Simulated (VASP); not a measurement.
# InO in VASP: notebook, part 2 of 2

VASP 6.6.1.

### Step 3. Single point, PBE (strain -0.080 along x and y, +0.080 along z)

INCAR reads:

```
SYSTEM = InO
PREC = Accurate
ENCUT = 520
EDIFF = 1E-6
ISMEAR = 0
SIGMA = 0.03
LREAL = .False.
LASPH = .True.
NELM = 80
ALGO = Normal
ISIF = 2
LWAVE = .False.
LCHARG = .True.
GGA = PE
LELF = .True.
LVHAR = .True.
NBANDS = 27
```

KPOINTS reads:

```
Automatic mesh
0
Gamma
  12 12 2
  0 0 0
```

POSCAR reads:

```
InO
1.0
    3.1773246972      0.0000000000      0.0000000000
   -1.5886623486      2.7516439038      0.0000000000
    0.0000000000      0.0000000000     17.1472680000
In O
2 2
Direct
    0.6666666667      0.3333333333      0.5900210000
    0.6666666667      0.3333333333      0.4099790000
    0.0000000000      0.0000000000      0.6398670000
    0.0000000000      0.0000000000      0.3601330000
```

Potentials or basis: VASP PAW PBE potentials, release 64 (In_d, O).

The run is started by

```bash
$ cat potpaw_PBE.64/In_d/POTCAR potpaw_PBE.64/O/POTCAR > POTCAR
$ mpirun -np 1 vasp_std > vasp.out
```

OUTCAR:

```text
SYSTEM = InO
   PREC = Accurate
   ENCUT = 520
   EDIFF = 1E-6
   ISMEAR = 0
   LREAL = .False.
   LASPH = .True.
   NELM = 80
   ISIF = 2
   GGA = PE

 ion  position               nearest neighbor table
   1  0.667  0.333  0.590-   3 2.02   3 2.02   3 2.02   2 3.09
   2  0.667  0.333  0.410-   4 2.02   4 2.02   4 2.02   1 3.09
   3  0.000  0.000  0.640-   1 2.02   1 2.02   1 2.02
   4  0.000  0.000  0.360-   2 2.02   2 2.02   2 2.02

  LATTYP: Found a hexagonal cell.
 ALAT       =     3.1773246972
 C/A-ratio  =     5.3967628852

  Lattice vectors:

 A1 = (   3.1773246972,   0.0000000000,   0.0000000000)
 A2 = (  -1.5886623486,   2.7516439038,   0.0000000000)
 A3 = (   0.0000000000,   0.0000000000,  17.1472680000)

Analysis of symmetry for initial positions (statically):
=====================================================================
 Subroutine PRICEL returns:
 Original cell was already a primitive cell.

 Routine SETGRP: Setting up the symmetry group for a
 hexagonal supercell.

 Subroutine GETGRP returns: Found 12 space group operations
 (whereof 12 operations were pure point group operations)
 out of a pool of 24 trial point group operations.

The static configuration has the point symmetry D_3h.

Analysis of symmetry for dynamics (positions and initial velocities):
=====================================================================
 Subroutine PRICEL returns:
 Original cell was already a primitive cell.

 Routine SETGRP: Setting up the symmetry group for a
 hexagonal supercell.

 Subroutine GETGRP returns: Found 12 space group operations
 (whereof 12 operations were pure point group operations)
 out of a pool of 24 trial point group operations.

The dynamic configuration has the point symmetry D_3h.

 Subroutine INISYM returns: Found 12 space group operations
 (whereof 12 operations are pure point group operations),
 and found     1 'primitive' translations

[... 119 lines left out ...]
  volume/ion in A,a.u.               =      37.48       252.92
  Fermi-wavevector in a.u.,A,eV,Ry     =   1.036064  1.957876 14.604873  1.073428
  Thomas-Fermi vector in A             =   2.170437
   LORBIT       =      0    0 simple, 1 ext, 2 COOP (PROOUT), +10 PAW based schemes
   GGA     = PE    functional components
   LHFCALC =     F    Hartree Fock is set to
   AEXX    =    0.0000 exact exchange contribution
   IVDW    =     0    specifies the selected vdW correction
   LEPSILON=     F    determine dielectric tensor
   LRPA    =     F    only Hartree local field effects (RPA)
 non-spin polarized calculation
 Gauss-broadening in eV      SIGMA  =   0.03
  energy-cutoff  :      520.00
  volume of cell :      149.92
 maximum number of plane-waves:      4076
 NGX is ok and might be reduce to    24
   NGX = 11   NGY = 11   NGZ = 63

 number of electron      37.9999979 magnetization

 Free energy of the ion-electron system (eV)
  ---------------------------------------------------
  ext. energy  EPLUGINS =         0.00000000
  ---------------------------------------------------
  free energy    TOTEN  =       -18.46064637 eV

  energy without entropy =      -18.46016568  energy(sigma->0) =      -18.46040602

 E-fermi :  -0.6335     XC(G=0):  -4.9786

 val. band max:       -0.8413174001   @ k =   0.3333   0.2500   0.0000
 cond. band min:      -0.6136549608   @ k =   0.3333   0.3333   0.5000
 fundamental gap:      0.2276624393
 Fermi energy:        -0.6334916058

 k-point     1 :       0.0000    0.0000    0.0000
  band No.  band energies     occupation
      1     -20.1035      2.00000
      2     -20.0909      2.00000
      3     -15.0724      2.00000
      4     -15.0724      2.00000
      5     -15.0531      2.00000
      6     -15.0531      2.00000
[... 709 lines left out ...]
     26       8.0440      0.00000
     27       8.8448      0.00000

 [... further k-points ...]

------------------------ aborting loop because EDIFF is reached ----------------------------------------

  FORCE on cell =-STRESS in cart. coord.  units (eV):
  Direction    XX          YY          ZZ          XY          YZ          ZX
  --------------------------------------------------------------------------------------
  -------------------------------------------------------------------------------------
  Total       11.9657013     11.9657013     -0.0155493      0.0000000      0.0000000      0.0000000
  in kB      127.8792186    127.8792186     -0.1661774      0.0000000      0.0000000      0.0000000
  external PRESSURE =      85.1974199 kB  Pullay stress =       0.0000000 kB

 VOLUME and BASIS-vectors are now :
 -----------------------------------------------------------------------------
  energy-cutoff  :      520.00
  volume of cell :      149.92
      direct lattice vectors                 reciprocal lattice vectors
     3.177324697  0.000000000  0.000000000     0.314730188  0.181709559  0.000000000
    -1.588662349  2.751643904  0.000000000     0.000000000  0.363419118  0.000000000
     0.000000000  0.000000000 17.147268000     0.000000000  0.000000000  0.058318328

 POSITION                                       TOTAL-FORCE (eV/Angst)
 -----------------------------------------------------------------------------------
      1.58866      0.91721     10.11725         0.000000      0.000000     -2.179763
      1.58866      0.91721      7.03002         0.000000      0.000000      2.179763
      0.00000      0.00000     10.97197        -0.000000     -0.000000      1.413239
      0.00000      0.00000      6.17530        -0.000000     -0.000000     -1.413239
 -----------------------------------------------------------------------------------
    total drift:                               -0.000000      0.000000      0.000000

  FREE ENERGIE OF THE ION-ELECTRON SYSTEM (eV)
  ---------------------------------------------------
  free  energy   TOTEN  =       -18.4606463727 eV

  energy  without entropy=      -18.4601656755  energy(sigma->0) =      -18.46040602
```

OSZICAR:

```text
N       E                     dE             d eps       ncg     rms          rms(c)
DAV:   1     0.422362719153E+03    0.42236E+03   -0.18188E+04  2052   0.146E+03
DAV:   2     0.434293730890E+02   -0.37893E+03   -0.36356E+03  2327   0.397E+02
DAV:   3    -0.194487793552E+02   -0.62878E+02   -0.62115E+02  2459   0.180E+02
[... 13 lines left out ...]
DAV:  17    -0.184605316169E+02   -0.56866E-04   -0.36729E-06  2208   0.220E-02    0.914E-03
DAV:  18    -0.184606217538E+02   -0.90137E-04   -0.56763E-06  1868   0.987E-03    0.244E-03
DAV:  19    -0.184606408099E+02   -0.19056E-04   -0.14038E-06  1862   0.799E-03    0.176E-03
DAV:  20    -0.184606460273E+02   -0.52175E-05   -0.43919E-07  1704   0.373E-03    0.515E-04
DAV:  21    -0.184606463727E+02   -0.34536E-06   -0.49740E-08  1883   0.206E-03
   1 F= -.18460646E+02 E0= -.18460406E+02  d E =-.480697E-03
```

stdout:

```text
POSCAR found type information on POSCAR InO
 POSCAR found :  2 types and       4 ions
 scaLAPACK will be used
 LDA part: xc-table for (Slater+PW92), standard interpolation
 POSCAR, INCAR and KPOINTS ok, starting setup
 FFT: planning ... GRIDC
 FFT: planning ... GRID_SOFT
 FFT: planning ... GRID
 WAVECAR not read
 entering main loop
```

Wall time 4.6 min (1 thread of Intel Xeon 8259CL, shared host); peak memory 0.33 GiB.

What came out:

```
Free energy            : -18.4606 eV
Largest force          : 2.180 eV/Å
Band gap on the k mesh : zero (bands 19 and 20 overlap by 0.29 eV)
```

Forces in eV/Å, atoms in the order of the input:
```
In   0.000  0.000 -2.180
In   0.000  0.000  2.180
O    0.000  0.000  1.413
O    0.000  0.000 -1.413
```

Caveat: the cell differs from its parent crystal (strain -0.080 along x and y, +0.080 along z); there is no dipole correction, which matters where the two faces differ; spin-orbit coupling is left out, which moves the levels of the heavy elements.

The gap in the log of VASP goes by the Fermi energy; the results here count the filled bands.